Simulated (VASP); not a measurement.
# Li2Se (Fm-3m) in VASP: a series of runs

Runs on Li2Se. Level: r2SCAN. Tasks: relaxation of the atoms.

Everything below comes from runs of VASP 6.6.1. Logs are shortened: lines on timing, memory, paths and dates and some standing lists are left out, and cuts for length are marked.

## Step 1: The cell of the first run

It takes space group Fm-3m (No. 225, cubic). The conventional cell has a = 5.638 Å, b = 5.638 Å, c = 5.638 Å, α = 90.00°, β = 90.00°, γ = 90.00°. Within 3.2 Å of Li (site symmetry -43m) lie 4 Se at 2.44 Å and 6 Li at 2.82 Å. Se (site symmetry m-3m) has 8 Li at 2.44 Å within 3.2 Å.

## Step 2: Relaxation of the atoms, r2SCAN

Input file POSCAR:

```
Li2Se
1.0
    0.0000000000      2.8191122045      2.8191122045
    2.8191122045      0.0000000000      2.8191122045
    2.8191122045      2.8191122045      0.0000000000
Li Se
2 1
Direct
    0.7500000000      0.7500000000      0.7500000000
    0.2500000000      0.2500000000      0.2500000000
    0.0000000000      0.0000000000      0.0000000000
```

Input file INCAR.step1:

```
SYSTEM = Li2Se
  ALGO = Normal
  EDIFF = 1E-5
  EDIFFG = -0.01
  ENCUT = 720
  GGA = PE
  GGA_COMPAT = .FALSE.
  IBRION = 2
  ISMEAR = -1
  LASPH = .TRUE.
  LCHARG = .FALSE.
  LREAL = .FALSE.
  LWAVE = .TRUE.
  NELM = 120
  NELMIN = 4
  NSW = 100
  PREC = Accurate
  SIGMA = 0.03
```

Input file INCAR.step2:

```
SYSTEM = Li2Se
  ALGO = Normal
  EDIFF = 1E-7
  EDIFFG = -0.01
  ENCUT = 720
  GGA_COMPAT = .FALSE.
  IBRION = 2
  ISIF = 2
  ISMEAR = -1
  ISTART = 1
  LASPH = .TRUE.
  LCHARG = .FALSE.
  LMIXTAU = .TRUE.
  LREAL = .FALSE.
  LWAVE = .FALSE.
  METAGGA = R2SCAN
  NELM = 120
  NELMIN = 4
  NSW = 50
  PREC = Accurate
  SIGMA = 0.03
```

Input file KPOINTS:

```
k-points
0
G
  8 8 8
  0 0 0
```

Potentials or basis: VASP PAW PBE potentials, release 64 (Li_sv, Se).

Started as:

```
> cat potpaw_PBE.64/Li_sv/POTCAR potpaw_PBE.64/Se/POTCAR > POTCAR
> cp INCAR.step1 INCAR
> mpirun -np 1 vasp_std > vasp.out
> cp INCAR.step2 INCAR
> mpirun -np 1 vasp_std > vasp.out
```

OUTCAR:

```text
SYSTEM = Li2Se
   EDIFF = 1E-7
   EDIFFG = -0.01
   ENCUT = 720
   IBRION = 2
   ISIF = 2
   ISMEAR = -1
   ISTART = 1
   LASPH = .TRUE.
   LREAL = .FALSE.
   METAGGA = R2SCAN
   NELM = 120
   NELMIN = 4
   NSW = 50
   PREC = Accurate

 ion  position               nearest neighbor table
   1  0.750  0.750  0.750-   3 2.44   3 2.44   3 2.44   3 2.44
   2  0.250  0.250  0.250-   3 2.44   3 2.44   3 2.44   3 2.44
   3  0.000  0.000  0.000-   1 2.44   1 2.44   1 2.44   1 2.44   2 2.44   2 2.44   2 2.44   2 2.44

  LATTYP: Found a face centered cubic cell.
 ALAT       =     5.6382244090

  Lattice vectors:

 A1 = (   0.0000000000,   2.8191122045,   2.8191122045)
 A2 = (   2.8191122045,   0.0000000000,   2.8191122045)
 A3 = (   2.8191122045,   2.8191122045,   0.0000000000)

Analysis of symmetry for initial positions (statically):
=====================================================================
 Subroutine PRICEL returns:
 Original cell was already a primitive cell.

 Routine SETGRP: Setting up the symmetry group for a
 face centered cubic supercell.

 Subroutine GETGRP returns: Found 48 space group operations
 (whereof 48 operations were pure point group operations)
 out of a pool of 48 trial point group operations.

The static configuration has the point symmetry O_h .

Analysis of symmetry for dynamics (positions and initial velocities):
=====================================================================
 Subroutine PRICEL returns:
 Original cell was already a primitive cell.

 Routine SETGRP: Setting up the symmetry group for a
 face centered cubic supercell.

 Subroutine GETGRP returns: Found 48 space group operations
 (whereof 48 operations were pure point group operations)
 out of a pool of 48 trial point group operations.

The dynamic configuration has the point symmetry O_h .

 Subroutine INISYM returns: Found 48 space group operations
 (whereof 48 operations are pure point group operations),
 and found     1 'primitive' translations

----------------------------------------------------------------------------------------

                                     Primitive cell

  volume of cell :      44.8092

  direct lattice vectors                    reciprocal lattice vectors
     0.000000000  2.819112205  2.819112205    -0.177360801  0.177360801  0.177360801
     2.819112205  0.000000000  2.819112205     0.177360801 -0.177360801  0.177360801
     2.819112205  2.819112205  0.000000000     0.177360801  0.177360801 -0.177360801

[... 94 lines left out ...]
   TEBEG  =    0.0;   TEEND  =   0.0 temperature during run
   PSTRESS=    0.0 pullay stress
   NELECT =      12.0000    total number of electrons
   NUPDOWN=      -1.0000    fix difference up-down
   EMIN   =  10.00;   EMAX   =-10.00  energy-range for DOS
   EFERMI =   0.00;   METHOD = LEGACY
   ISMEAR =    -1;   SIGMA  =   0.03  broadening in eV -4-tet -1-fermi 0-gaus
   EFERMI_NEDOS =   21; number of points for ismear=-14 and -15
   IALGO  =     38    algorithm
   IMIX   =      4    mixing-type and parameters
     AMIX     =   0.40;   BMIX     =  1.00
     AMIX_MAG =   1.60;   BMIX_MAG =  1.00
  volume/ion in A,a.u.               =      14.94       100.80
  Fermi-wavevector in a.u.,A,eV,Ry     =   1.055228  1.994091 15.150165  1.113506
  Thomas-Fermi vector in A             =   2.190418
   LORBIT       =      0    0 simple, 1 ext, 2 COOP (PROOUT), +10 PAW based schemes
   METAGGA = R2SCAN    functional components
   LHFCALC =     F    Hartree Fock is set to
   AEXX    =    0.0000 exact exchange contribution
   IVDW    =     0    specifies the selected vdW correction
   LEPSILON=     F    determine dielectric tensor
   LRPA    =     F    only Hartree local field effects (RPA)
 conjugate gradient relaxation of ions
 non-spin polarized calculation
  energy-cutoff  :      720.00
  volume of cell :       44.81
 maximum number of plane-waves:      1989
   NGX = 17   NGY = 17   NGZ = 17

 number of electron      11.9999996 magnetization

 Free energy of the ion-electron system (eV)
  ---------------------------------------------------
  ext. energy  EPLUGINS =         0.00000000
  ---------------------------------------------------
  free energy    TOTEN  =       -23.22918420 eV

  energy without entropy =      -23.22918420  energy(sigma->0) =      -23.22918420

 E-fermi :   2.5066     XC(G=0):  -9.3867

 val. band max:        1.8878581242   @ k =   0.0000   0.0000   0.0000
 cond. band min:       5.1665901687   @ k =   0.5000   0.5000   0.0000
 fundamental gap:      3.2787320445
 Fermi energy:         2.5065705927

 k-point     1 :       0.0000    0.0000    0.0000
  band No.  band energies     occupation
      1     -43.9510      2.00000
      2     -43.9011      2.00000
      3     -10.4793      2.00000
      4       1.8879      2.00000
      5       1.8879      2.00000
      6       1.8879      2.00000
      7       6.9233      0.00000
      8       8.2431      0.00000
      9       8.2431      0.00000
     10       8.2431      0.00000
[... 287 lines left out ...]
 k-point    24 :      -0.3750    0.2500    0.1250
  band No.  band energies     occupation
      1     -43.9246      2.00000
      2     -43.9245      2.00000
      3      -9.8466      2.00000
      4      -1.3830      2.00000
      5       0.2557      2.00000
      6       0.6701      2.00000
      7       8.0179      0.00000
      8       8.9592      0.00000
      9      10.9876      0.00000
     10      11.8148      0.00000

 [... further k-points ...]

------------------------ aborting loop because EDIFF is reached ----------------------------------------

  FORCE on cell =-STRESS in cart. coord.  units (eV):
  Direction    XX          YY          ZZ          XY          YZ          ZX
  --------------------------------------------------------------------------------------
  -------------------------------------------------------------------------------------
  Total        2.3472279      2.3472279      2.3472279      0.0000000      0.0000000      0.0000000
  in kB       83.9264325     83.9264325     83.9264325      0.0000000      0.0000000      0.0000000
  external PRESSURE =      83.9264325 kB  Pullay stress =       0.0000000 kB

 VOLUME and BASIS-vectors are now :
 -----------------------------------------------------------------------------
  energy-cutoff  :      720.00
  volume of cell :       44.81
      direct lattice vectors                 reciprocal lattice vectors
     0.000000000  2.819112205  2.819112205    -0.177360801  0.177360801  0.177360801
     2.819112205  0.000000000  2.819112205     0.177360801 -0.177360801  0.177360801
     2.819112205  2.819112205  0.000000000     0.177360801  0.177360801 -0.177360801

 POSITION                                       TOTAL-FORCE (eV/Angst)
 -----------------------------------------------------------------------------------
      4.22867      4.22867      4.22867        -0.000000     -0.000000     -0.000000
      1.40956      1.40956      1.40956         0.000000     -0.000000      0.000000
      0.00000      0.00000      0.00000         0.000000      0.000000      0.000000
 -----------------------------------------------------------------------------------
    total drift:                                0.000000      0.000000      0.000000

  FREE ENERGIE OF THE ION-ELECTRON SYSTEM (eV)
  ---------------------------------------------------
  free  energy   TOTEN  =       -23.2291841979 eV

  energy  without entropy=      -23.2291841979  energy(sigma->0) =      -23.22918420

 reached required accuracy - stopping structural energy minimisation
```

OSZICAR.step1:

```text
N       E                     dE             d eps       ncg     rms          rms(c)
DAV:   1     0.446201814940E+02    0.44620E+02   -0.69750E+03   580   0.150E+03
DAV:   2    -0.513646722384E+01   -0.49757E+02   -0.48042E+02   694   0.231E+02
DAV:   3    -0.108540607749E+02   -0.57176E+01   -0.56994E+01  1038   0.582E+01
DAV:   4    -0.110673312910E+02   -0.21327E+00   -0.21308E+00   836   0.123E+01
DAV:   5    -0.110699377345E+02   -0.26064E-02   -0.26063E-02   858   0.127E+00    0.295E+00
DAV:   6    -0.109087552696E+02    0.16118E+00   -0.25725E-01   636   0.234E+00    0.191E+00
DAV:   7    -0.108916842327E+02    0.17071E-01   -0.15172E-01   780   0.197E+00    0.759E-01
DAV:   8    -0.108973946815E+02   -0.57104E-02   -0.18660E-02   722   0.984E-01    0.199E-01
DAV:   9    -0.108974392371E+02   -0.44556E-04   -0.94609E-04   830   0.182E-01    0.806E-02
DAV:  10    -0.108976223101E+02   -0.18307E-03   -0.35981E-04   628   0.130E-01    0.297E-02
DAV:  11    -0.108976252033E+02   -0.28932E-05   -0.17314E-05   738   0.350E-02
   1 F= -.10897625E+02 E0= -.10897625E+02  d E =-.108976E+02
```

Wall time 1.9 min (1 thread of Oxide Virtual Turin-like, shared host); peak memory 0.18 GiB.

What came out:

```
Free energy             : -23.2292 eV
Pressure after relaxing : 8.4 GPa
Band gap on the k mesh  : 3.28 eV (least direct gap 5.04 eV)
```

Final structure:
```
CELL_PARAMETERS angstrom
0.00000 2.81911 2.81911
2.81911 0.00000 2.81911
2.81911 2.81911 0.00000
ATOMIC_POSITIONS crystal
Li 0.75000 0.75000 0.75000
Li 0.25000 0.25000 0.25000
Se 0.00000 0.00000 0.00000
```

Levels at points of the mesh, in eV from the valence-band top:
```tsv
k point	band 3	band 4	band 5	band 6	band 7	band 8	band 9	band 10
(0.00, 0.00, 0.00)	-12.37	0.00	0.00	0.00	5.04	6.36	6.36	6.36
(0.50, 0.00, 0.00)	-11.82	-3.62	-0.69	-0.69	6.65	6.65	6.74	9.48
(0.50, 0.50, 0.00)	-11.66	-2.76	-1.88	-1.88	3.28	7.38	12.70	12.70
```

Caveat: the relaxation stopped at its first step, so nothing moved; the PAW data sets were made with another functional, which shifts forces and pressure a little. A k mesh can miss the band edges.

## Step 3: Relaxation of the atoms, r2SCAN

This run uses another cell than the first one, of 17.57 Å³/atom.

Input file POSCAR:

```
Li2Se
1.0
    0.0000000000      2.9760442648      2.9760442648
    2.9760442648      0.0000000000      2.9760442648
    2.9760442648      2.9760442648      0.0000000000
Li Se
2 1
Direct
    0.7500000000      0.7500000000      0.7500000000
    0.2500000000      0.2500000000      0.2500000000
    0.0000000000      0.0000000000      0.0000000000
```

Input file INCAR.step1:

```
SYSTEM = Li2Se
PREC = Accurate
ENCUT = 720
ISMEAR = -1
SIGMA = 0.03
LREAL = .FALSE.
LASPH = .TRUE.
NELM = 120
GGA = PE
ALGO = Normal
EDIFF = 1E-5
LWAVE = .TRUE.
LCHARG = .FALSE.
GGA_COMPAT = .FALSE.
IBRION = 2
EDIFFG = -0.01
NELMIN = 4
NSW = 100
```

Input file INCAR.step2:

```
SYSTEM = Li2Se
PREC = Accurate
ENCUT = 720
EDIFF = 1E-7
ISMEAR = -1
SIGMA = 0.03
LREAL = .FALSE.
LASPH = .TRUE.
NELM = 120
ALGO = Normal
ISIF = 2
LWAVE = .FALSE.
LCHARG = .FALSE.
METAGGA = R2SCAN
LMIXTAU = .TRUE.
IBRION = 2
NSW = 50
EDIFFG = -0.01
ISTART = 1
GGA_COMPAT = .FALSE.
NELMIN = 4
```

Input file KPOINTS:

```
Automatic mesh
0
G
  8 8 8
  0 0 0
```

Potentials or basis: VASP PAW PBE potentials, release 64 (Li_sv, Se).

Started as:

```
> cat potpaw_PBE.64/Li_sv/POTCAR potpaw_PBE.64/Se/POTCAR > POTCAR
> cp INCAR.step1 INCAR
> mpirun -np 1 vasp_std > vasp.out
> cp INCAR.step2 INCAR
> mpirun -np 1 vasp_std > vasp.out
```

OUTCAR:

```text
SYSTEM = Li2Se
   PREC = Accurate
   ENCUT = 720
   EDIFF = 1E-7
   ISMEAR = -1
   LREAL = .FALSE.
   LASPH = .TRUE.
   NELM = 120
   ISIF = 2
   METAGGA = R2SCAN
   IBRION = 2
   NSW = 50
   EDIFFG = -0.01
   ISTART = 1
   NELMIN = 4

 ion  position               nearest neighbor table
   1  0.750  0.750  0.750-   3 2.58   3 2.58   3 2.58   3 2.58
   2  0.250  0.250  0.250-   3 2.58   3 2.58   3 2.58   3 2.58
   3  0.000  0.000  0.000-   1 2.58   1 2.58   1 2.58   1 2.58   2 2.58   2 2.58   2 2.58   2 2.58

  LATTYP: Found a face centered cubic cell.
[... 509 lines left out ...]
  Direction    XX          YY          ZZ          XY          YZ          ZX
  --------------------------------------------------------------------------------------
  -------------------------------------------------------------------------------------
  Total        0.1491877      0.1491877      0.1491877      0.0000000      0.0000000      0.0000000
  in kB        4.5341451      4.5341451      4.5341451      0.0000000      0.0000000      0.0000000
  external PRESSURE =       4.5341451 kB  Pullay stress =       0.0000000 kB

 VOLUME and BASIS-vectors are now :
 -----------------------------------------------------------------------------
  energy-cutoff  :      720.00
  volume of cell :       52.72
      direct lattice vectors                 reciprocal lattice vectors
     0.000000000  2.976044265  2.976044265    -0.168008254  0.168008254  0.168008254
     2.976044265  0.000000000  2.976044265     0.168008254 -0.168008254  0.168008254
     2.976044265  2.976044265  0.000000000     0.168008254  0.168008254 -0.168008254

 POSITION                                       TOTAL-FORCE (eV/Angst)
 -----------------------------------------------------------------------------------
      4.46407      4.46407      4.46407         0.000000      0.000000      0.000000
      1.48802      1.48802      1.48802        -0.000000     -0.000000     -0.000000
      0.00000      0.00000      0.00000         0.000000     -0.000000     -0.000000
 -----------------------------------------------------------------------------------
    total drift:                                0.000000     -0.000000      0.000000

  FREE ENERGIE OF THE ION-ELECTRON SYSTEM (eV)
  ---------------------------------------------------
  free  energy   TOTEN  =       -23.4386713781 eV

  energy  without entropy=      -23.4386713781  energy(sigma->0) =      -23.43867138

 reached required accuracy - stopping structural energy minimisation
```

OUTCAR.step1:

```text
SYSTEM = Li2Se
   PREC = Accurate
   ENCUT = 720
   ISMEAR = -1
   LREAL = .FALSE.
   LASPH = .TRUE.
   NELM = 120
   GGA = PE
[... 540 lines left out ...]
      1.48802      1.48802      1.48802         0.000000      0.000000      0.000000
      0.00000      0.00000      0.00000        -0.000000     -0.000000     -0.000000
 -----------------------------------------------------------------------------------
    total drift:                                0.000000     -0.000000      0.000000

  FREE ENERGIE OF THE ION-ELECTRON SYSTEM (eV)
  ---------------------------------------------------
  free  energy   TOTEN  =       -11.1268386143 eV

  energy  without entropy=      -11.1268386143  energy(sigma->0) =      -11.12683861

 reached required accuracy - stopping structural energy minimisation
```

OSZICAR.step1:

```text
N       E                     dE             d eps       ncg     rms          rms(c)
DAV:   1     0.469188626722E+02    0.46919E+02   -0.69228E+03   580   0.145E+03
DAV:   2    -0.470563626607E+01   -0.51624E+02   -0.49397E+02   716   0.224E+02
DAV:   3    -0.109782481121E+02   -0.62726E+01   -0.62534E+01   976   0.596E+01
DAV:   4    -0.113009484411E+02   -0.32270E+00   -0.32237E+00   880   0.138E+01
DAV:   5    -0.113059930162E+02   -0.50446E-02   -0.50441E-02   860   0.178E+00    0.277E+00
DAV:   6    -0.111331741666E+02    0.17282E+00   -0.30813E-01   634   0.246E+00    0.174E+00
DAV:   7    -0.111189770525E+02    0.14197E-01   -0.15191E-01   772   0.191E+00    0.730E-01
DAV:   8    -0.111264155871E+02   -0.74385E-02   -0.19634E-02   732   0.100E+00    0.200E-01
DAV:   9    -0.111265277751E+02   -0.11219E-03   -0.11232E-03   848   0.200E-01    0.952E-02
DAV:  10    -0.111268381129E+02   -0.31034E-03   -0.55954E-04   628   0.148E-01    0.374E-02
DAV:  11    -0.111268386143E+02   -0.50132E-06   -0.25086E-05   766   0.358E-02
   1 F= -.11126839E+02 E0= -.11126839E+02  d E =-.111268E+02
```

Run time: 2.6 min. Hardware: 1 thread of Oxide Virtual Turin-like, shared host; peak memory 0.24 GiB.

Results:

```
Free energy             : -23.4387 eV
Pressure after relaxing : 0.5 GPa
Band gap on the k mesh  : 3.44 eV (least direct gap 4.26 eV)
```

Final structure:
```yaml
crystal:
  lattice:
    - [0.00000, 2.97604, 2.97604]
    - [2.97604, 0.00000, 2.97604]
    - [2.97604, 2.97604, 0.00000]
  atoms:
    - { symbol: Li, position: [0.75000, 0.75000, 0.75000] }
    - { symbol: Li, position: [0.25000, 0.25000, 0.25000] }
    - { symbol: Se, position: [0.00000, 0.00000, 0.00000] }
```

Levels at points of the mesh, in eV from the valence-band top:
```tsv
k point	band 3	band 4	band 5	band 6	band 7	band 8	band 9	band 10
(0.00, 0.00, 0.00)	-11.84	0.00	0.00	0.00	4.26	6.32	6.32	6.32
(0.50, 0.00, 0.00)	-11.44	-2.98	-0.54	-0.54	6.06	6.61	6.61	8.72
(0.50, 0.50, 0.00)	-11.32	-2.31	-1.49	-1.49	3.44	7.05	11.50	11.50
```

Caveat: the relaxation stopped at its first step, so nothing moved; the PAW data sets were made with another functional, which shifts forces and pressure a little. A k mesh can miss the band edges.
